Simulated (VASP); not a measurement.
# MgO (r.b) (Fm-3m) in VASP: single point with r2SCAN+rVV10

Aim: the single point of MgO (r.b) with r2SCAN+rVV10.

All numbers are computed with VASP 6.6.1; they aren't measurements. Logs are shortened: lines on timing, memory, paths and dates and some standing lists are left out, and cuts for length are marked.

## 1. The cell of the first run

It takes space group Fm-3m (No. 225, cubic). The conventional cell has a = 4.198 Å, b = 4.198 Å, c = 4.198 Å, α = 90.00°, β = 90.00°, γ = 90.00°. Within 2.8 Å of Mg (site symmetry m-3m) lie 6 O at 2.10 Å. O (site symmetry m-3m) has 6 Mg at 2.10 Å within 2.8 Å.

## 2. Single point, r2SCAN+rVV10

POSCAR reads:

```
MgO
1.0
    0.0000000000      2.0992477410      2.0992477410
    2.0992477410      0.0000000000      2.0992477410
    2.0992477410      2.0992477410      0.0000000000
Mg O
1 1
Direct
    0.0000000000      0.0000000000      0.0000000000
    0.5000000000      0.5000000000      0.5000000000
```

INCAR.step1 reads:

```
PREC = Accurate ; ENCUT = 660
ISMEAR = 0 ; SIGMA = 0.02
LREAL = False ; LASPH = True
NELM = 120 ; NBANDS = 11
GGA = PE ; ALGO = Normal
EDIFF = 1E-5 ; LWAVE = True
LCHARG = False ; GGA_COMPAT = False
```

INCAR.step2 reads:

```
PREC = Accurate ; ENCUT = 660
EDIFF = 1E-6 ; ISMEAR = 0
SIGMA = 0.02 ; LREAL = False
LASPH = True ; NELM = 120
ALGO = Normal ; ISIF = 2
LWAVE = False ; LCHARG = False
METAGGA = R2SCAN ; LMIXTAU = True
LUSE_VDW = True ; IVDW_NL = 2
BPARAM = 11.95 ; CPARAM = 0.0093
NBANDS = 11 ; ISTART = 1
GGA_COMPAT = False
```

KPOINTS reads:

```
Automatic mesh
0
Gamma
  10 10 10
```

Potentials or basis: VASP PAW PBE potentials, release 64 (Mg, O).

Command:

```console
$ cat potpaw_PBE.64/Mg/POTCAR potpaw_PBE.64/O/POTCAR > POTCAR
$ cp INCAR.step1 INCAR
$ mpirun -np 1 vasp_std > vasp.out
$ cp INCAR.step2 INCAR
$ mpirun -np 1 vasp_std > vasp.out
```

OUTCAR:

```text
PREC = Accurate
   ENCUT = 660
   EDIFF = 1E-6
   ISMEAR = 0
   LREAL = False
   LASPH = True
   NELM = 120
   ISIF = 2
   METAGGA = R2SCAN
   IVDW_NL = 2
   BPARAM = 11.95
   ISTART = 1

 ion  position               nearest neighbor table
   1  0.000  0.000  0.000-   2 2.10   2 2.10   2 2.10   2 2.10   2 2.10   2 2.10
   2  0.500  0.500  0.500-   1 2.10   1 2.10   1 2.10   1 2.10   1 2.10   1 2.10

  LATTYP: Found a face centered cubic cell.
 ALAT       =     4.1984954820

  Lattice vectors:

 A1 = (   0.0000000000,   2.0992477410,   2.0992477410)
 A2 = (   2.0992477410,   0.0000000000,   2.0992477410)
 A3 = (   2.0992477410,   2.0992477410,   0.0000000000)

Analysis of symmetry for initial positions (statically):
=====================================================================
 Subroutine PRICEL returns:
 Original cell was already a primitive cell.

 Routine SETGRP: Setting up the symmetry group for a
 face centered cubic supercell.

 Subroutine GETGRP returns: Found 48 space group operations
 (whereof 48 operations were pure point group operations)
 out of a pool of 48 trial point group operations.

The static configuration has the point symmetry O_h .

Analysis of symmetry for dynamics (positions and initial velocities):
=====================================================================
 Subroutine PRICEL returns:
 Original cell was already a primitive cell.

 Routine SETGRP: Setting up the symmetry group for a
 face centered cubic supercell.

 Subroutine GETGRP returns: Found 48 space group operations
 (whereof 48 operations were pure point group operations)
 out of a pool of 48 trial point group operations.

The dynamic configuration has the point symmetry O_h .

 Subroutine INISYM returns: Found 48 space group operations
 (whereof 48 operations are pure point group operations),
 and found     1 'primitive' translations

----------------------------------------------------------------------------------------

                                     Primitive cell

  volume of cell :      18.5021

  direct lattice vectors                    reciprocal lattice vectors
     0.000000000  2.099247741  2.099247741    -0.238180559  0.238180559  0.238180559
     2.099247741  0.000000000  2.099247741     0.238180559 -0.238180559  0.238180559
     2.099247741  2.099247741  0.000000000     0.238180559  0.238180559 -0.238180559

  length of vectors
[... 85 lines left out ...]
   NSW    =      0    number of steps for IOM
   IBRION =     -1    ionic relax: 0-MD 1-quasi-New 2-CG
   NFREE  =      0    steps in history (QN), initial steepest desc. (CG)
   ISIF   =      2    stress and relaxation
   ISYM   =      2    0-nonsym 1-usesym 2-fastsym
   POTIM  = 0.5000    time-step for ionic-motion
   TEBEG  =    0.0;   TEEND  =   0.0 temperature during run
   PSTRESS=    0.0 pullay stress
   NELECT =       8.0000    total number of electrons
   NUPDOWN=      -1.0000    fix difference up-down
   EMIN   =  10.00;   EMAX   =-10.00  energy-range for DOS
   EFERMI =   0.00;   METHOD = LEGACY
   ISMEAR =     0;   SIGMA  =   0.02  broadening in eV -4-tet -1-fermi 0-gaus
   EFERMI_NEDOS =   21; number of points for ismear=-14 and -15
   IALGO  =     38    algorithm
   IMIX   =      4    mixing-type and parameters
     AMIX     =   0.40;   BMIX     =  1.00
     AMIX_MAG =   1.60;   BMIX_MAG =  1.00
  volume/ion in A,a.u.               =       9.25        62.43
  Fermi-wavevector in a.u.,A,eV,Ry     =   1.237935  2.339358 20.850694  1.532483
  Thomas-Fermi vector in A             =   2.372481
   LORBIT       =      0    0 simple, 1 ext, 2 COOP (PROOUT), +10 PAW based schemes
   METAGGA = R2SCAN    functional components
   LHFCALC =     F    Hartree Fock is set to
   AEXX    =    0.0000 exact exchange contribution
   IVDW_NL    =     2    kernel type
   BPARAM     =11.9500
   IVDW    =     0    specifies the selected vdW correction
   LEPSILON=     F    determine dielectric tensor
   LRPA    =     F    only Hartree local field effects (RPA)
 non-spin polarized calculation
 Gauss-broadening in eV      SIGMA  =   0.02
  energy-cutoff  :      660.00
  volume of cell :       18.50
 maximum number of plane-waves:       728
 NGX is ok and might be reduce to    28
   NGX = 13   NGY = 13   NGZ = 13

 number of electron       7.9999999 magnetization

 Free energy of the ion-electron system (eV)
  ---------------------------------------------------
  ext. energy  EPLUGINS =         0.00000000
  ---------------------------------------------------
  free energy    TOTEN  =       -15.89577846 eV

  energy without entropy =      -15.89577846  energy(sigma->0) =      -15.89577846

 E-fermi :   2.9862     XC(G=0): -11.6835

 val. band max:        2.8331583018   @ k =   0.0000   0.0000   0.0000
 cond. band min:       8.4962412246   @ k =   0.0000   0.0000   0.0000
 fundamental gap:      5.6630829228
 Fermi energy:         2.9862316390

 k-point     1 :       0.0000    0.0000    0.0000
  band No.  band energies     occupation
      1     -15.4189      2.00000
      2       2.8332      2.00000
      3       2.8332      2.00000
      4       2.8332      2.00000
      5       8.4962      0.00000
      6      19.6879      0.00000
      7      19.6879      0.00000
      8      19.6879      0.00000
      9      23.8353      0.00000
     10      25.6556      0.00000
     11      25.6556      0.00000
[... 309 lines left out ...]
 k-point    24 :       0.4000    0.3000    0.0000
  band No.  band energies     occupation
      1     -14.1886      2.00000
      2      -0.7896      2.00000
      3       1.4962      2.00000
      4       1.7134      2.00000
      5      13.4684      0.00000
      6      13.9746      0.00000
      7      17.6798      0.00000
      8      22.4023      0.00000
      9      22.6255      0.00000
     10      29.2220      0.00000
     11      31.4885      0.00000

 [... further k-points ...]
[... 5 lines left out ...]
  --------------------------------------------------------------------------------------
  -------------------------------------------------------------------------------------
  Total       -0.2015674     -0.2015674     -0.2015674     -0.0000000      0.0000000      0.0000000
  in kB      -17.4545931    -17.4545931    -17.4545931     -0.0000000      0.0000000      0.0000000
  external PRESSURE =     -17.4545931 kB  Pullay stress =       0.0000000 kB

 VOLUME and BASIS-vectors are now :
 -----------------------------------------------------------------------------
  energy-cutoff  :      660.00
  volume of cell :       18.50
      direct lattice vectors                 reciprocal lattice vectors
     0.000000000  2.099247741  2.099247741    -0.238180559  0.238180559  0.238180559
     2.099247741  0.000000000  2.099247741     0.238180559 -0.238180559  0.238180559
     2.099247741  2.099247741  0.000000000     0.238180559  0.238180559 -0.238180559

 POSITION                                       TOTAL-FORCE (eV/Angst)
 -----------------------------------------------------------------------------------
      0.00000      0.00000      0.00000        -0.000000      0.000000     -0.000000
      2.09925      2.09925      2.09925         0.000000     -0.000000      0.000000
 -----------------------------------------------------------------------------------
    total drift:                                0.000000      0.000000      0.000000

  FREE ENERGIE OF THE ION-ELECTRON SYSTEM (eV)
  ---------------------------------------------------
  free  energy   TOTEN  =       -15.8957784641 eV

  energy  without entropy=      -15.8957784641  energy(sigma->0) =      -15.89577846
```

OUTCAR.step1:

```text
PREC = Accurate
   ENCUT = 660
   ISMEAR = 0
   LREAL = False
   LASPH = True
[... 558 lines left out ...]
      0.00000      0.00000      0.00000         0.000000     -0.000000     -0.000000
      2.09925      2.09925      2.09925        -0.000000      0.000000      0.000000
 -----------------------------------------------------------------------------------
    total drift:                                0.000000      0.000000      0.000000

  FREE ENERGIE OF THE ION-ELECTRON SYSTEM (eV)
  ---------------------------------------------------
  free  energy   TOTEN  =       -11.9058770249 eV

  energy  without entropy=      -11.9058770249  energy(sigma->0) =      -11.90587702
```

OSZICAR.step1:

```text
N       E                     dE             d eps       ncg     rms          rms(c)
DAV:   1     0.208706597487E+02    0.20871E+02   -0.50949E+03  1122   0.780E+02
DAV:   2    -0.125901554443E+02   -0.33461E+02   -0.32744E+02  1202   0.154E+02
DAV:   3    -0.134628540775E+02   -0.87270E+00   -0.87203E+00  1252   0.218E+01
DAV:   4    -0.134652845254E+02   -0.24304E-02   -0.24304E-02  1148   0.122E+00
DAV:   5    -0.134652918737E+02   -0.73483E-05   -0.73483E-05  1196   0.668E-02    0.722E+00
DAV:   6    -0.119240140758E+02    0.15413E+01   -0.86749E+00  1079   0.163E+01    0.221E+00
DAV:   7    -0.119115341369E+02    0.12480E-01   -0.52954E-02  1136   0.213E+00    0.135E+00
DAV:   8    -0.119062641917E+02    0.52699E-02   -0.27702E-02  1082   0.190E+00    0.235E-01
DAV:   9    -0.119059036557E+02    0.36054E-03   -0.52884E-04  1172   0.162E-01    0.135E-01
DAV:  10    -0.119058764061E+02    0.27250E-04   -0.52964E-04  1139   0.172E-01    0.919E-03
DAV:  11    -0.119058770249E+02   -0.61875E-06   -0.24445E-06   634   0.144E-02
   1 F= -.11905877E+02 E0= -.11905877E+02  d E =-.338151E-33
```

Run time: 49 s. Hardware: 1 thread of Intel Xeon 6975P-C (Granite Rapids), shared host; peak memory 0.26 GiB.

What came out:

* Free energy: -15.8958 eV
* Pressure: -1.7 GPa
* Band gap on the k mesh: 5.66 eV, direct

Levels at points of the mesh, in eV from the valence-band top:
```csv
k point,band 1,band 2,band 3,band 4,band 5,band 6,band 7,band 8,band 9
"(0.00, 0.00, 0.00)",-18.25,0.00,0.00,0.00,5.66,16.85,16.85,16.85,21.00
"(0.50, 0.00, 0.00)",-16.98,-4.67,-0.69,-0.69,8.82,13.89,17.49,17.49,22.49
"(0.50, 0.50, 0.00)",-16.72,-4.16,-1.39,-1.39,10.00,11.14,14.36,20.49,20.49
```

Caveat: the PAW data sets were made with another functional, which shifts forces and pressure a little.
